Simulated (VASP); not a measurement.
# PPt (Fm-3m) in VASP: notebook

The runs below take PPt through single point, with PBEsol.

All numbers are computed with VASP 6.6.1; they aren't measurements. Logs are shortened: lines on timing, memory, paths and dates and some standing lists are left out, and cuts for length are marked.

## 1. The cell of the first run

Symmetry: Fm-3m, No. 225, cubic system. Conventional cell: a = 4.996 Å, b = 4.996 Å, c = 4.996 Å, α = 90.00°, β = 90.00°, γ = 90.00°. Within 3.3 Å of Pt (site symmetry m-3m) lie 6 P at 2.50 Å. Within 3.3 Å of P (site symmetry m-3m) lie 6 Pt at 2.50 Å.

## 2. Single point, PBEsol (volume scaled by 1.020)

Contents of INCAR:

```
ALGO = Normal ; EDIFF = 1E-6
ENCUT = 520 ; GGA = PS
ISIF = 2 ; ISMEAR = 0
LASPH = T ; LCHARG = T
LELF = T ; LREAL = F
LVHAR = T ; LWAVE = F
NBANDS = 14 ; NELM = 60
PREC = Accurate ; SIGMA = 0.05
```

Contents of KPOINTS:

```
k-points
0
Gamma
  12 12 12
```

Contents of POSCAR:

```
PPt
1.0
    0.0000000000      2.4977913884      2.4977913884
    2.4977913884      0.0000000000      2.4977913884
    2.4977913884      2.4977913884      0.0000000000
Pt P
1 1
Direct
    0.5000000000      0.5000000000      0.5000000000
    0.0000000000      0.0000000000      0.0000000000
```

Potentials or basis: VASP PAW PBE potentials, release 64 (Pt, P).

The run is started by

```console
> cat potpaw_PBE.64/Pt/POTCAR potpaw_PBE.64/P/POTCAR > POTCAR
> mpirun -np 1 vasp_std > vasp.out
```

OUTCAR:

```text
EDIFF = 1E-6
   ENCUT = 520
   GGA = PS
   ISIF = 2
   ISMEAR = 0
   LASPH = T
   LREAL = F
   NELM = 60
   PREC = Accurate

 ion  position               nearest neighbor table
   1  0.500  0.500  0.500-   2 2.50   2 2.50   2 2.50   2 2.50   2 2.50   2 2.50
   2  0.000  0.000  0.000-   1 2.50   1 2.50   1 2.50   1 2.50   1 2.50   1 2.50

  LATTYP: Found a face centered cubic cell.
 ALAT       =     4.9955827768

  Lattice vectors:

 A1 = (   0.0000000000,   2.4977913884,   2.4977913884)
 A2 = (   2.4977913884,   0.0000000000,   2.4977913884)
 A3 = (   2.4977913884,   2.4977913884,   0.0000000000)

Analysis of symmetry for initial positions (statically):
=====================================================================
 Subroutine PRICEL returns:
 Original cell was already a primitive cell.

 Routine SETGRP: Setting up the symmetry group for a
 face centered cubic supercell.

 Subroutine GETGRP returns: Found 48 space group operations
 (whereof 48 operations were pure point group operations)
 out of a pool of 48 trial point group operations.

The static configuration has the point symmetry O_h .

Analysis of symmetry for dynamics (positions and initial velocities):
=====================================================================
 Subroutine PRICEL returns:
 Original cell was already a primitive cell.

 Routine SETGRP: Setting up the symmetry group for a
 face centered cubic supercell.

 Subroutine GETGRP returns: Found 48 space group operations
 (whereof 48 operations were pure point group operations)
 out of a pool of 48 trial point group operations.

The dynamic configuration has the point symmetry O_h .

 Subroutine INISYM returns: Found 48 space group operations
 (whereof 48 operations are pure point group operations),
 and found     1 'primitive' translations

----------------------------------------------------------------------------------------

                                     Primitive cell

  volume of cell :      31.1673

  direct lattice vectors                    reciprocal lattice vectors
     0.000000000  2.497791388  2.497791388    -0.200176845  0.200176845  0.200176845
     2.497791388  0.000000000  2.497791388     0.200176845 -0.200176845  0.200176845
     2.497791388  2.497791388  0.000000000     0.200176845  0.200176845 -0.200176845

  length of vectors
     3.532410457  3.532410457  3.532410457     0.346716466  0.346716466  0.346716466

  position of ions in fractional coordinates (direct lattice)
     0.500000000  0.500000000  0.500000000
     0.000000000  0.000000000  0.000000000

[... 89 lines left out ...]
   EMIN   =  10.00;   EMAX   =-10.00  energy-range for DOS
   EFERMI =   0.00;   METHOD = LEGACY
   ISMEAR =     0;   SIGMA  =   0.05  broadening in eV -4-tet -1-fermi 0-gaus
   EFERMI_NEDOS =   21; number of points for ismear=-14 and -15
   IALGO  =     38    algorithm
   IMIX   =      4    mixing-type and parameters
     AMIX     =   0.40;   BMIX     =  1.00
     AMIX_MAG =   1.60;   BMIX_MAG =  1.00
  volume/ion in A,a.u.               =      15.58       105.16
  Fermi-wavevector in a.u.,A,eV,Ry     =   1.282938  2.424402 22.394245  1.645931
  Thomas-Fermi vector in A             =   2.415220
   LORBIT       =      0    0 simple, 1 ext, 2 COOP (PROOUT), +10 PAW based schemes
   GGA     = PS    functional components
   LHFCALC =     F    Hartree Fock is set to
   AEXX    =    0.0000 exact exchange contribution
   IVDW    =     0    specifies the selected vdW correction
   LEPSILON=     F    determine dielectric tensor
   LRPA    =     F    only Hartree local field effects (RPA)
 non-spin polarized calculation
 Gauss-broadening in eV      SIGMA  =   0.05
  energy-cutoff  :      520.00
  volume of cell :       31.17
 maximum number of plane-waves:       869
 NGX is ok and might be reduce to    28
   NGX = 13   NGY = 13   NGZ = 13

 number of electron      15.0000002 magnetization

 Free energy of the ion-electron system (eV)
  ---------------------------------------------------
  ext. energy  EPLUGINS =         0.00000000
  ---------------------------------------------------
  free energy    TOTEN  =       -13.14824762 eV

  energy without entropy =      -13.14644657  energy(sigma->0) =      -13.14734710

 E-fermi :   9.6935     XC(G=0): -12.2047

 val. band max:        9.6779212155   @ k =   0.3333   0.2500   0.0833
 cond. band min:       9.7009516996   @ k =   0.5000   0.3333   0.0000
 fundamental gap:      0.0230304841
 Fermi energy:         9.6934803402

 k-point     1 :       0.0000    0.0000    0.0000
  band No.  band energies     occupation
      1      -4.2321      2.00000
      2       5.6661      2.00000
      3       5.6661      2.00000
      4       5.6661      2.00000
      5       5.6737      2.00000
      6       5.6737      2.00000
      7       9.7343      0.24799
      8       9.7343      0.24799
      9       9.7343      0.24799
     10      14.7397      0.00000
     11      19.5909      0.00000
     12      21.3594      0.00000
     13      21.3594      0.00000
     14      21.3594      0.00000
[... 377 lines left out ...]
      1      -1.2735      2.00000
      2       1.9446      2.00000
      3       3.9631      2.00000
      4       3.9842      2.00000
      5       7.0267      2.00000
      6       7.0705      2.00000
      7       7.7411      2.00000
      8      11.2863      0.00000
      9      12.9669      0.00000
     10      14.4533      0.00000
     11      17.1074      0.00000
     12      17.7445      0.00000
     13      19.9295      0.00000
     14      22.2733      0.00000

 [... further k-points ...]

------------------------ aborting loop because EDIFF is reached ----------------------------------------

  FORCE on cell =-STRESS in cart. coord.  units (eV):
  Direction    XX          YY          ZZ          XY          YZ          ZX
  --------------------------------------------------------------------------------------
  -------------------------------------------------------------------------------------
  Total       -0.7348533     -0.7348533     -0.7348533      0.0000000     -0.0000000      0.0000000
  in kB      -37.7757202    -37.7757202    -37.7757202      0.0000000     -0.0000000      0.0000000
  external PRESSURE =     -37.7757202 kB  Pullay stress =       0.0000000 kB

 VOLUME and BASIS-vectors are now :
 -----------------------------------------------------------------------------
  energy-cutoff  :      520.00
  volume of cell :       31.17
      direct lattice vectors                 reciprocal lattice vectors
     0.000000000  2.497791388  2.497791388    -0.200176845  0.200176845  0.200176845
     2.497791388  0.000000000  2.497791388     0.200176845 -0.200176845  0.200176845
     2.497791388  2.497791388  0.000000000     0.200176845  0.200176845 -0.200176845

 POSITION                                       TOTAL-FORCE (eV/Angst)
 -----------------------------------------------------------------------------------
      2.49779      2.49779      2.49779         0.000000      0.000000     -0.000000
      0.00000      0.00000      0.00000        -0.000000     -0.000000      0.000000
 -----------------------------------------------------------------------------------
    total drift:                                0.000000      0.000000      0.000000

  FREE ENERGIE OF THE ION-ELECTRON SYSTEM (eV)
  ---------------------------------------------------
  free  energy   TOTEN  =       -13.1482476245 eV

  energy  without entropy=      -13.1464465656  energy(sigma->0) =      -13.14734710
```

It took 14 s on 1 thread of Intel Xeon 6975P-C (Granite Rapids), shared host; peak memory 0.17 GiB.

Results:

```yaml
Free_energy: -13.1482 eV
Pressure: -3.8 GPa
```

Levels at points of the mesh, in eV from the Fermi level:
```csv
k point,band 5,band 6,band 7,band 8,band 9,band 10
"(0.00, 0.00, 0.00)",-4.02,-4.02,0.04,0.04,0.04,5.05
"(0.50, 0.00, 0.00)",-2.61,-2.61,-1.79,3.78,4.75,4.75
"(0.50, 0.50, 0.00)",-2.27,-2.27,-2.19,-2.19,-1.31,1.66
```

Caveat: the cell differs from its parent crystal (volume scaled by 1.020); the PAW data sets were made with another functional, which shifts forces and pressure a little; spin-orbit coupling is left out, which moves the levels of the heavy elements.

## 3. Single point, PBEsol

This run uses another cell than the first one, of 15.80 Å³/atom, 1.014 times its volume.

Contents of INCAR:

```
PREC     = Accurate       # precision mode
ENCUT    = 520            # plane-wave cutoff, eV
EDIFF    = 1E-6           # SCF threshold, eV
ISMEAR   = 0              # smearing method
SIGMA    = 0.05           # smearing width, eV
LREAL    = F              # projectors in reciprocal space
LASPH    = T              # aspherical terms in the spheres
NELM     = 100            # most SCF steps
ALGO     = Normal         # electronic algorithm
ISIF     = 2              # what is computed and relaxed
LWAVE    = F              # write WAVECAR
LCHARG   = F              # write CHGCAR
GGA      = PS             # functional
NBANDS   = 14             # bands
```

Contents of KPOINTS:

```
regular mesh
0
Gamma
  12 12 12
```

Contents of POSCAR:

```
PPt
1.0
    0.0000000000      2.5091399762      2.5091399762
    2.5091399762      0.0000000000      2.5091399762
    2.5091399762      2.5091399762      0.0000000000
Pt P
1 1
Direct
    0.5000000000      0.5000000000      0.5000000000
    0.0000000000      0.0000000000      0.0000000000
```

Potentials or basis: VASP PAW PBE potentials, release 64 (Pt, P).

The run is started by

```console
> cat potpaw_PBE.64/Pt/POTCAR potpaw_PBE.64/P/POTCAR > POTCAR
> mpirun -np 1 vasp_std > vasp.out
```

Wall time 13 s (1 thread of Intel Xeon 6975P-C (Granite Rapids), shared host); peak memory 0.17 GiB.

It converged, with:

```
Free energy : -13.1353 eV
Pressure    : -6.1 GPa
```

Levels at points of the mesh, in eV from the Fermi level:
```tsv
k point	band 5	band 6	band 7	band 8	band 9	band 10
(0.00, 0.00, 0.00)	-3.94	-3.94	0.05	0.05	0.05	4.90
(0.50, 0.00, 0.00)	-2.56	-2.56	-1.77	3.80	4.67	4.67
(0.50, 0.50, 0.00)	-2.23	-2.23	-2.15	-2.15	-1.29	1.59
```

Caveat: the PAW data sets were made with another functional, which shifts forces and pressure a little; spin-orbit coupling is left out, which moves the levels of the heavy elements.

## 4. Single point, PBEsol (volume scaled by 1.040)

Contents of INCAR:

```
SYSTEM = PPt
ALGO = Normal
EDIFF = 1E-7
ENCUT = 520
GGA = PS
ISIF = 2
ISMEAR = 0
LASPH = .TRUE.
LCHARG = .TRUE.
LELF = .TRUE.
LREAL = .FALSE.
LVHAR = .TRUE.
LWAVE = .FALSE.
NBANDS = 14
NELM = 60
PREC = Accurate
SIGMA = 0.05
```

Contents of KPOINTS:

```
k-points
0
G
  12 12 12
  0 0 0
```

Contents of POSCAR:

```
PPt
1.0
    0.0000000000      2.5140112675      2.5140112675
    2.5140112675      0.0000000000      2.5140112675
    2.5140112675      2.5140112675      0.0000000000
Pt P
1 1
Direct
    0.5000000000      0.5000000000      0.5000000000
    0.0000000000      0.0000000000      0.0000000000
```

Potentials or basis: VASP PAW PBE potentials, release 64 (Pt, P).

The run is started by

```console
> cat potpaw_PBE.64/Pt/POTCAR potpaw_PBE.64/P/POTCAR > POTCAR
> mpirun -np 1 vasp_std > vasp.out
```

OUTCAR:

```text
SYSTEM = PPt
   EDIFF = 1E-7
   ENCUT = 520
   GGA = PS
   ISIF = 2
   ISMEAR = 0
   LASPH = .TRUE.
   LREAL = .FALSE.
   NELM = 60
   PREC = Accurate

 ion  position               nearest neighbor table
   1  0.500  0.500  0.500-   2 2.51   2 2.51   2 2.51   2 2.51   2 2.51   2 2.51
   2  0.000  0.000  0.000-   1 2.51   1 2.51   1 2.51   1 2.51   1 2.51   1 2.51

  LATTYP: Found a face centered cubic cell.
 ALAT       =     5.0280225350

  Lattice vectors:

 A1 = (   0.0000000000,   2.5140112675,   2.5140112675)
 A2 = (   2.5140112675,   0.0000000000,   2.5140112675)
 A3 = (   2.5140112675,   2.5140112675,   0.0000000000)

Analysis of symmetry for initial positions (statically):
=====================================================================
 Subroutine PRICEL returns:
 Original cell was already a primitive cell.

 Routine SETGRP: Setting up the symmetry group for a
 face centered cubic supercell.

 Subroutine GETGRP returns: Found 48 space group operations
 (whereof 48 operations were pure point group operations)
 out of a pool of 48 trial point group operations.

The static configuration has the point symmetry O_h .

Analysis of symmetry for dynamics (positions and initial velocities):
=====================================================================
 Subroutine PRICEL returns:
 Original cell was already a primitive cell.

 Routine SETGRP: Setting up the symmetry group for a
 face centered cubic supercell.

 Subroutine GETGRP returns: Found 48 space group operations
 (whereof 48 operations were pure point group operations)
 out of a pool of 48 trial point group operations.

The dynamic configuration has the point symmetry O_h .

 Subroutine INISYM returns: Found 48 space group operations
 (whereof 48 operations are pure point group operations),
 and found     1 'primitive' translations

----------------------------------------------------------------------------------------

                                     Primitive cell

[... 120 lines left out ...]
   LRPA    =     F    only Hartree local field effects (RPA)
 non-spin polarized calculation
 Gauss-broadening in eV      SIGMA  =   0.05
  energy-cutoff  :      520.00
  volume of cell :       31.78
 maximum number of plane-waves:       881
   NGX = 13   NGY = 13   NGZ = 13

 number of electron      15.0000001 magnetization

 Free energy of the ion-electron system (eV)
  ---------------------------------------------------
  ext. energy  EPLUGINS =         0.00000000
  ---------------------------------------------------
  free energy    TOTEN  =       -13.12778532 eV

  energy without entropy =      -13.12603963  energy(sigma->0) =      -13.12691248

 E-fermi :   9.3777     XC(G=0): -12.1058

 val. band max:        9.3652367312   @ k =   0.3333   0.2500   0.0833
 cond. band min:       9.3778954690   @ k =   0.5000   0.3333   0.0000
 fundamental gap:      0.0126587379
 Fermi energy:         9.3776791479

 k-point     1 :       0.0000    0.0000    0.0000
  band No.  band energies     occupation
      1      -4.3581      2.00000
      2       5.4740      2.00000
      3       5.4740      2.00000
      4       5.4754      2.00000
      5       5.4754      2.00000
      6       5.4754      2.00000
      7       9.4313      0.12911
      8       9.4313      0.12911
      9       9.4313      0.12911
     10      14.2159      0.00000
     11      19.3294      0.00000
     12      20.9547      0.00000
     13      20.9547      0.00000
     14      20.9547      0.00000
[... 377 lines left out ...]
      1      -1.4862      2.00000
      2       1.8049      2.00000
      3       3.7934      2.00000
      4       3.8110      2.00000
      5       6.7861      2.00000
      6       6.8238      2.00000
      7       7.4724      2.00000
      8      10.9430      0.00000
      9      12.6005      0.00000
     10      14.1366      0.00000
     11      16.7080      0.00000
     12      17.3649      0.00000
     13      19.5217      0.00000
     14      21.9154      0.00000

 [... further k-points ...]

------------------------ aborting loop because EDIFF is reached ----------------------------------------

  FORCE on cell =-STRESS in cart. coord.  units (eV):
  Direction    XX          YY          ZZ          XY          YZ          ZX
  --------------------------------------------------------------------------------------
  -------------------------------------------------------------------------------------
  Total       -1.3984056     -1.3984056     -1.3984056     -0.0000000     -0.0000000     -0.0000000
  in kB      -70.5037300    -70.5037300    -70.5037300     -0.0000000     -0.0000000     -0.0000000
  external PRESSURE =     -70.5037300 kB  Pullay stress =       0.0000000 kB

 VOLUME and BASIS-vectors are now :
 -----------------------------------------------------------------------------
  energy-cutoff  :      520.00
  volume of cell :       31.78
      direct lattice vectors                 reciprocal lattice vectors
     0.000000000  2.514011267  2.514011267    -0.198885346  0.198885346  0.198885346
     2.514011267  0.000000000  2.514011267     0.198885346 -0.198885346  0.198885346
     2.514011267  2.514011267  0.000000000     0.198885346  0.198885346 -0.198885346

 POSITION                                       TOTAL-FORCE (eV/Angst)
 -----------------------------------------------------------------------------------
      2.51401      2.51401      2.51401         0.000000      0.000000      0.000000
      0.00000      0.00000      0.00000        -0.000000     -0.000000     -0.000000
 -----------------------------------------------------------------------------------
    total drift:                                0.000000      0.000000      0.000000

  FREE ENERGIE OF THE ION-ELECTRON SYSTEM (eV)
  ---------------------------------------------------
  free  energy   TOTEN  =       -13.1277853199 eV

  energy  without entropy=      -13.1260396305  energy(sigma->0) =      -13.12691248
```

OSZICAR:

```text
N       E                     dE             d eps       ncg     rms          rms(c)
DAV:   1     0.569891393387E+02    0.56989E+02   -0.69465E+03  2016   0.931E+02
DAV:   2    -0.120256127125E+02   -0.69015E+02   -0.61569E+02  2466   0.191E+02
DAV:   3    -0.136969913170E+02   -0.16714E+01   -0.16568E+01  2508   0.279E+01
DAV:   4    -0.137061572974E+02   -0.91660E-02   -0.91649E-02  2328   0.246E+00
DAV:   5    -0.137062474753E+02   -0.90178E-04   -0.90177E-04  2556   0.251E-01    0.122E+01
DAV:   6    -0.132106485295E+02    0.49560E+00   -0.24555E+00  2214   0.136E+01    0.627E+00
DAV:   7    -0.131415684684E+02    0.69080E-01   -0.21084E-01  2142   0.432E+00    0.379E+00
DAV:   8    -0.131285115574E+02    0.13057E-01   -0.29643E-02  2226   0.124E+00    0.401E-01
DAV:   9    -0.131279719602E+02    0.53960E-03   -0.10862E-03  2292   0.259E-01    0.277E-01
DAV:  10    -0.131277875656E+02    0.18439E-03   -0.67411E-04  2190   0.156E-01    0.287E-02
DAV:  11    -0.131277873115E+02    0.25405E-06   -0.30215E-05  2490   0.443E-02    0.167E-02
DAV:  12    -0.131277859265E+02    0.13851E-05   -0.12829E-06  2280   0.948E-03    0.898E-03
DAV:  13    -0.131277853294E+02    0.59707E-06   -0.53038E-07  2382   0.426E-03    0.951E-04
DAV:  14    -0.131277853199E+02    0.94815E-08   -0.12993E-08  1158   0.891E-04
   1 F= -.13127785E+02 E0= -.13126912E+02  d E =-.174569E-02
```

It took 14 s on 1 thread of Intel Xeon 6975P-C (Granite Rapids), shared host; peak memory 0.17 GiB.

What came out:

| Quantity | Value |
| --- | --- |
| Free energy | -13.1278 eV |
| Pressure | -7.1 GPa |

Caveat: the cell differs from its parent crystal (volume scaled by 1.040); the PAW data sets were made with another functional, which shifts forces and pressure a little; spin-orbit coupling is left out, which moves the levels of the heavy elements.

## 5. Summary

| cell | gap on the mesh (eV) | pressure (GPa) |
| --- | --- | --- |
| a = 3.532 Å, angles 60.0°, 2 atoms | none | -3.8 |
| a = 3.548 Å, angles 60.0°, 2 atoms | none | -6.1 |
| a = 3.555 Å, angles 60.0°, 2 atoms | none | -7.1 |

Alike in all rows: task single point; level PBEsol; potentials or basis VASP PAW PBE potentials, release 64 (Pt, P); no spin polarisation; k mesh 12 × 12 × 12; cutoff (eV) 520; smearing gaussian 0.05 eV.

Caveats: the PAW data sets were made with another functional, which shifts forces and pressure a little; spin-orbit coupling is left out, which moves the levels of the heavy elements.

Absolute energies hang on the potentials; compare differences alone.
